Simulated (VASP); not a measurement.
# B (P6_3/mmc) in VASP: a series of runs, part 2 of 3

VASP 6.6.1. The steps go on from the part before.

### Step 3. Single point, PBE

File INCAR:

```
ALGO = Normal
EDIFF = 1E-6
ENCUT = 520
GGA = PE
ISIF = 2
ISMEAR = -1
LASPH = True
LCHARG = True
LELF = True
LREAL = False
LVHAR = True
LWAVE = False
NBANDS = 14
NELM = 60
PREC = Accurate
SIGMA = 0.08
```

File KPOINTS:

```
k-points
0
Gamma
  15 15 5
```

File POSCAR:

```
B
1.0
    2.7508598061      0.0000000000      0.0000000000
   -1.3754299031      2.3823144743      0.0000000000
    0.0000000000      0.0000000000      3.3827600650
B
4
Direct
    0.0000000000      0.0000000000      0.2500000000
    0.0000000000      0.0000000000      0.7500000000
    0.3333333333      0.6666666667      0.2500000000
    0.6666666667      0.3333333333      0.7500000000
```

Potentials or basis: VASP PAW PBE potentials, release 64 (B).

On the command line:

```
$ cat potpaw_PBE.64/B/POTCAR > POTCAR
$ mpirun -np 1 vasp_std > vasp.out
```

OUTCAR:

```text
EDIFF = 1E-6
   ENCUT = 520
   GGA = PE
   ISIF = 2
   ISMEAR = -1
   LASPH = True
   LREAL = False
   NELM = 60
   PREC = Accurate

 ion  position               nearest neighbor table
   1  0.000  0.000  0.250-   3 1.59   3 1.59   3 1.59   2 1.69   2 1.69
   2  0.000  0.000  0.750-   4 1.59   4 1.59   4 1.59   1 1.69   1 1.69
   3  0.333  0.667  0.250-   1 1.59   1 1.59   1 1.59
   4  0.667  0.333  0.750-   2 1.59   2 1.59   2 1.59

  LATTYP: Found a hexagonal cell.
 ALAT       =     2.7508598061
 C/A-ratio  =     1.2297100919

  Lattice vectors:

 A1 = (   2.7508598061,   0.0000000000,   0.0000000000)
 A2 = (  -1.3754299031,   2.3823144743,   0.0000000000)
 A3 = (   0.0000000000,   0.0000000000,   3.3827600650)

Analysis of symmetry for initial positions (statically):
=====================================================================
 Subroutine PRICEL returns:
 Original cell was already a primitive cell.

 Routine SETGRP: Setting up the symmetry group for a
 hexagonal supercell.

 Subroutine GETGRP returns: Found 24 space group operations
 (whereof 12 operations were pure point group operations)
 out of a pool of 24 trial point group operations.

The static configuration has the point symmetry D_3d.
 The point group associated with its full space group is D_6h.

Analysis of symmetry for dynamics (positions and initial velocities):
=====================================================================
 Subroutine PRICEL returns:
 Original cell was already a primitive cell.

 Routine SETGRP: Setting up the symmetry group for a
 hexagonal supercell.

 Subroutine GETGRP returns: Found 24 space group operations
 (whereof 12 operations were pure point group operations)
 out of a pool of 24 trial point group operations.

The dynamic configuration has the point symmetry D_3d.
 The point group associated with its full space group is D_6h.

 Subroutine INISYM returns: Found 24 space group operations
 (whereof 12 operations are pure point group operations),
 and found     1 'primitive' translations

----------------------------------------------------------------------------------------

                                     Primitive cell

  volume of cell :      22.1686

  direct lattice vectors                    reciprocal lattice vectors
     2.750859806  0.000000000  0.000000000     0.363522706  0.209879932  0.000000000
    -1.375429903  2.382314474  0.000000000     0.000000000  0.419759864  0.000000000
     0.000000000  0.000000000  3.382760065     0.000000000  0.000000000  0.295616591

  length of vectors
     2.750859806  2.750859806  3.382760065     0.419759864  0.419759864  0.295616591

  position of ions in fractional coordinates (direct lattice)
     0.000000000  0.000000000  0.250000000
     0.000000000  0.000000000  0.750000000
     0.333333333  0.666666667  0.250000000
     0.666666667  0.333333333  0.750000000

  ion indices of the primitive-cell ions
   primitive index   ion index
                 1           1
                 2           2
                 3           3
                 4           4

[... 53 lines left out ...]
   k-points           NKPTS =     81   k-points in BZ     NKDIM =     81   number of bands    NBANDS=     14
   number of dos      NEDOS =    301   number of ions     NIONS =      4
   total plane-waves  NPLWV =  11200
   dimension x,y,z NGX =    20 NGY =   20 NGZ =   28
   dimension x,y,z NGXF=    40 NGYF=   40 NGZF=   56
   ions per type =               4
   NGX,Y,Z   is equivalent  to a cutoff of  12.09, 12.09, 13.76 a.u.
   NGXF,Y,Z  is equivalent  to a cutoff of  24.17, 24.17, 27.52 a.u.
 SYSTEM =  unknown system
   PREC   = accura    normal or accurate (medium, high low for compatibility)
   ISTART =      0    job   : 0-new  1-cont  2-samecut
   ICHARG =      2    charge: 1-file 2-atom 10-const
   ISPIN  =      1    spin polarized calculation?
   LNONCOLLINEAR =      F non collinear calculations
   LSORBIT =      F    spin-orbit coupling
   LASPH  =      T    aspherical Exc in radial PAW
   ENCUT  =  520.0 eV  38.22 Ry    6.18 a.u.   5.11  5.11  6.29*2*pi/ulx,y,z
   NELM   =     60;   NELMIN=  2; NELMDL= -5     # of ELM steps
   EDIFF  = 0.1E-05   stopping-criterion for ELM
   LREAL  =      F    real-space projection
   EDIFFG = 0.1E-04   stopping-criterion for IOM
   NSW    =      0    number of steps for IOM
   IBRION =     -1    ionic relax: 0-MD 1-quasi-New 2-CG
   NFREE  =      0    steps in history (QN), initial steepest desc. (CG)
   ISIF   =      2    stress and relaxation
   ISYM   =      2    0-nonsym 1-usesym 2-fastsym
   POTIM  = 0.5000    time-step for ionic-motion
   TEBEG  =    0.0;   TEEND  =   0.0 temperature during run
   PSTRESS=    0.0 pullay stress
   NELECT =      12.0000    total number of electrons
   NUPDOWN=      -1.0000    fix difference up-down
   EMIN   =  10.00;   EMAX   =-10.00  energy-range for DOS
   EFERMI =   0.00;   METHOD = LEGACY
   ISMEAR =    -1;   SIGMA  =   0.08  broadening in eV -4-tet -1-fermi 0-gaus
   EFERMI_NEDOS =   21; number of points for ismear=-14 and -15
   IALGO  =     38    algorithm
   IMIX   =      4    mixing-type and parameters
     AMIX     =   0.40;   BMIX     =  1.00
     AMIX_MAG =   1.60;   BMIX_MAG =  1.00
  volume/ion in A,a.u.               =       5.54        37.40
  Fermi-wavevector in a.u.,A,eV,Ry     =   1.334204  2.521281 24.219746  1.780101
  Thomas-Fermi vector in A             =   2.463004
   LORBIT       =      0    0 simple, 1 ext, 2 COOP (PROOUT), +10 PAW based schemes
   GGA     = PE    functional components
   LHFCALC =     F    Hartree Fock is set to
   AEXX    =    0.0000 exact exchange contribution
   IVDW    =     0    specifies the selected vdW correction
   LEPSILON=     F    determine dielectric tensor
   LRPA    =     F    only Hartree local field effects (RPA)
 non-spin polarized calculation
  energy-cutoff  :      520.00
  volume of cell :       22.17
 maximum number of plane-waves:       612
   NGX = 11   NGY = 11   NGZ = 13

 number of electron      12.0000000 magnetization

 Free energy of the ion-electron system (eV)
  ---------------------------------------------------
  ext. energy  EPLUGINS =         0.00000000
  ---------------------------------------------------
  free energy    TOTEN  =       -21.06168662 eV

  energy without entropy =      -21.03862884  energy(sigma->0) =      -21.05015773

 E-fermi :   9.4734     XC(G=0): -13.0173

 val. band max:        9.4243935911   @ k =   0.4000  -0.0000   0.2000
 cond. band min:       9.4745693528   @ k =   0.3333   0.0667   0.2000
 fundamental gap:      0.0501757617
 Fermi energy:         9.4733612822

 k-point     1 :       0.0000    0.0000    0.0000
  band No.  band energies     occupation
      1      -8.6961      2.00000
      2      -0.4650      2.00000
      3       4.0755      2.00000
      4       7.3343      2.00000
      5       7.3343      2.00000
      6      10.0592      0.00132
      7      10.0592      0.00132
      8      17.1654      0.00000
      9      18.1800      0.00000
     10      18.1800      0.00000
     11      18.8098      0.00000
     12      19.5706      0.00000
     13      21.0770      0.00000
     14      21.0770      0.00000
[... 377 lines left out ...]
      1      -3.4166      2.00000
      2      -2.8204      2.00000
      3       0.5786      2.00000
      4       4.2265      2.00000
      5       7.1988      2.00000
      6       7.8859      2.00000
      7       8.7206      1.99984
      8       9.4791      0.96415
      9      12.4104      0.00000
     10      16.4197      0.00000
     11      23.6231      0.00000
     12      24.0189      0.00000
     13      28.6391      0.00000
     14      28.6469      0.00000

 [... further k-points ...]

------------------------ aborting loop because EDIFF is reached ----------------------------------------

  FORCE on cell =-STRESS in cart. coord.  units (eV):
  Direction    XX          YY          ZZ          XY          YZ          ZX
  --------------------------------------------------------------------------------------
  -------------------------------------------------------------------------------------
  Total       13.8754777     13.8754777     13.8357136     -0.0000000      0.0000000      0.0000000
  in kB     1002.8126022   1002.8126022    999.9387605     -0.0000000      0.0000000      0.0000000
  external PRESSURE =    1001.8546550 kB  Pullay stress =       0.0000000 kB

 VOLUME and BASIS-vectors are now :
 -----------------------------------------------------------------------------
  energy-cutoff  :      520.00
  volume of cell :       22.17
      direct lattice vectors                 reciprocal lattice vectors
     2.750859806  0.000000000  0.000000000     0.363522706  0.209879932  0.000000000
    -1.375429903  2.382314474  0.000000000     0.000000000  0.419759864  0.000000000
     0.000000000  0.000000000  3.382760065     0.000000000  0.000000000  0.295616591

 POSITION                                       TOTAL-FORCE (eV/Angst)
 -----------------------------------------------------------------------------------
      0.00000      0.00000      0.84569        -0.000000     -0.000000     -0.000000
      0.00000      0.00000      2.53707        -0.000000      0.000000      0.000000
     -0.00000      1.58821      0.84569        -0.000000      0.000000      0.000000
      1.37543      0.79410      2.53707         0.000000     -0.000000     -0.000000
 -----------------------------------------------------------------------------------
    total drift:                               -0.000000      0.000000      0.000000

  FREE ENERGIE OF THE ION-ELECTRON SYSTEM (eV)
  ---------------------------------------------------
  free  energy   TOTEN  =       -21.0616866209 eV

  energy  without entropy=      -21.0386288367  energy(sigma->0) =      -21.05015773
```

OSZICAR:

```text
N       E                     dE             d eps       ncg     rms          rms(c)
DAV:   1     0.152000741635E+02    0.15200E+02   -0.58792E+03  2268   0.799E+02
DAV:   2    -0.213084642195E+02   -0.36509E+02   -0.33837E+02  2942   0.158E+02
DAV:   3    -0.222104228143E+02   -0.90196E+00   -0.89237E+00  3012   0.193E+01
DAV:   4    -0.222121074202E+02   -0.16846E-02   -0.16844E-02  2562   0.824E-01
DAV:   5    -0.222121096782E+02   -0.22579E-05   -0.22578E-05  2962   0.285E-02    0.732E+00
DAV:   6    -0.213029990653E+02    0.90911E+00   -0.71793E-01  2706   0.524E+00    0.412E+00
DAV:   7    -0.210696166550E+02    0.23338E+00   -0.33746E-01  2914   0.359E+00    0.113E+00
DAV:   8    -0.210616185365E+02    0.79981E-02   -0.18898E-02  2598   0.984E-01    0.200E-01
DAV:   9    -0.210617028550E+02   -0.84318E-04   -0.34725E-04  2820   0.148E-01    0.362E-02
DAV:  10    -0.210616860089E+02    0.16846E-04   -0.40763E-05  2610   0.400E-02    0.592E-03
DAV:  11    -0.210616866209E+02   -0.61202E-06   -0.19706E-06  2800   0.100E-02
   1 F= -.21061687E+02 E0= -.21050158E+02  d E =-.230578E-01
```

It took 9.3 s on 1 thread of Intel Xeon 6975P-C (Granite Rapids), shared host; peak memory 0.13 GiB.

What came out:

```
Free energy            : -21.0617 eV
Pressure               : 100.2 GPa
Band gap on the k mesh : zero (band 6 reaches 10.55 eV, above the bottom of band 7 at 8.08 eV)
```

Levels at points of the mesh, in eV from the Fermi level:
```csv
k point,band 4,band 5,band 6,band 7,band 8,band 9
"(0.00, 0.00, 0.00)",-2.14,-2.14,0.59,0.59,7.69,8.71
```

Caveat: the k points lie up to 0.37 Å⁻¹ apart.

### Step 4. Single point, PBE

This run uses another cell than the first one: it holds 2 atoms, not 4.

File INCAR:

```
ALGO = Normal
EDIFF = 1E-7
ENCUT = 520
GGA = PE
ISIF = 2
ISMEAR = -1
LASPH = True
LCHARG = False
LREAL = False
LWAVE = False
NBANDS = 10
NELM = 80
PREC = Accurate
SIGMA = 0.08
```

File KPOINTS:

```
k-points
0
Gamma
  23 23 12
```

File POSCAR:

```
B
1.0
    1.7354459172      0.0000000000      0.0000000000
   -0.8677229586      1.5029402512      0.0000000000
    0.0000000000      0.0000000000      3.7130722337
B
2
Direct
    0.3333333333      0.6666666667      0.2500000000
    0.6666666667      0.3333333333      0.7500000000
```

Potentials or basis: VASP PAW PBE potentials, release 64 (B).

On the command line:

```
$ cat potpaw_PBE.64/B/POTCAR > POTCAR
$ mpirun -np 1 vasp_std > vasp.out
```

OUTCAR:

```text
EDIFF = 1E-7
   ENCUT = 520
   GGA = PE
   ISIF = 2
   ISMEAR = -1
   LASPH = True
   LREAL = False
   NELM = 80
   PREC = Accurate

 ion  position               nearest neighbor table
   1  0.333  0.667  0.250-   2 2.11   2 2.11   2 2.11   2 2.11   2 2.11   2 2.11
   2  0.667  0.333  0.750-   1 2.11   1 2.11   1 2.11   1 2.11   1 2.11   1 2.11

  LATTYP: Found a hexagonal cell.
 ALAT       =     1.7354459172
 C/A-ratio  =     2.1395493786

  Lattice vectors:

[... 491 lines left out ...]
      4      22.5380      0.00000
      5      29.7773      0.00000
      6      30.8618      0.00000
      7      32.3173      0.00000
      8      34.2684      0.00000
      9      39.3277      0.00000
     10      48.2338      0.00000

 [... further k-points ...]
[... 5 lines left out ...]
  --------------------------------------------------------------------------------------
  -------------------------------------------------------------------------------------
  Total        6.0450922      6.0450922      6.0468884      0.0000000      0.0000000      0.0000000
  in kB     1000.0628952   1000.0628953   1000.3600414      0.0000000      0.0000000      0.0000000
  external PRESSURE =    1000.1619440 kB  Pullay stress =       0.0000000 kB

 VOLUME and BASIS-vectors are now :
 -----------------------------------------------------------------------------
  energy-cutoff  :      520.00
  volume of cell :        9.68
      direct lattice vectors                 reciprocal lattice vectors
     1.735445917  0.000000000  0.000000000     0.576220780  0.332681222  0.000000000
    -0.867722959  1.502940251  0.000000000     0.000000000  0.665362445  0.000000000
     0.000000000  0.000000000  3.713072234     0.000000000  0.000000000  0.269318757

 POSITION                                       TOTAL-FORCE (eV/Angst)
 -----------------------------------------------------------------------------------
     -0.00000      1.00196      0.92827         0.000000      0.000000     -0.000000
      0.86772      0.50098      2.78480        -0.000000     -0.000000      0.000000
 -----------------------------------------------------------------------------------
    total drift:                               -0.000000     -0.000000     -0.000000

  FREE ENERGIE OF THE ION-ELECTRON SYSTEM (eV)
  ---------------------------------------------------
  free  energy   TOTEN  =       -10.0587950036 eV

  energy  without entropy=      -10.0492266072  energy(sigma->0) =      -10.05401081
```

OSZICAR:

```text
N       E                     dE             d eps       ncg     rms          rms(c)
DAV:   1     0.290264166714E+01    0.29026E+01   -0.33315E+03  8128   0.560E+02
DAV:   2    -0.100775559330E+02   -0.12980E+02   -0.12406E+02 10294   0.103E+02
DAV:   3    -0.102633284005E+02   -0.18577E+00   -0.18286E+00  9066   0.866E+00
DAV:   4    -0.102635461402E+02   -0.21774E-03   -0.21773E-03  8502   0.225E-01
DAV:   5    -0.102635461628E+02   -0.22670E-07   -0.21573E-07  8820   0.305E-03    0.403E+00
DAV:   6    -0.101178322664E+02    0.14571E+00   -0.59279E-02  8254   0.140E+00    0.239E+00
DAV:   7    -0.100589154892E+02    0.58917E-01   -0.82216E-02  8326   0.163E+00    0.260E-01
DAV:   8    -0.100587974774E+02    0.11801E-03   -0.92060E-04  8554   0.268E-01    0.314E-02
DAV:   9    -0.100587946735E+02    0.28039E-05   -0.33818E-06  8674   0.147E-02    0.532E-03
DAV:  10    -0.100587950066E+02   -0.33311E-06   -0.62203E-08  5884   0.236E-03    0.955E-04
DAV:  11    -0.100587950036E+02    0.29783E-08   -0.45059E-09  4488   0.666E-04
   1 F= -.10058795E+02 E0= -.10054011E+02  d E =-.956840E-02
```

It took 12 s on 1 thread of Intel Xeon 6975P-C (Granite Rapids), shared host; peak memory 0.13 GiB.

Results:

- Free energy: -10.0588 eV
- Pressure: 100.0 GPa
- Band gap on the k mesh: zero (band 3 reaches 16.46 eV, above the bottom of band 4 at 9.23 eV)

[end of part 2 of 3]
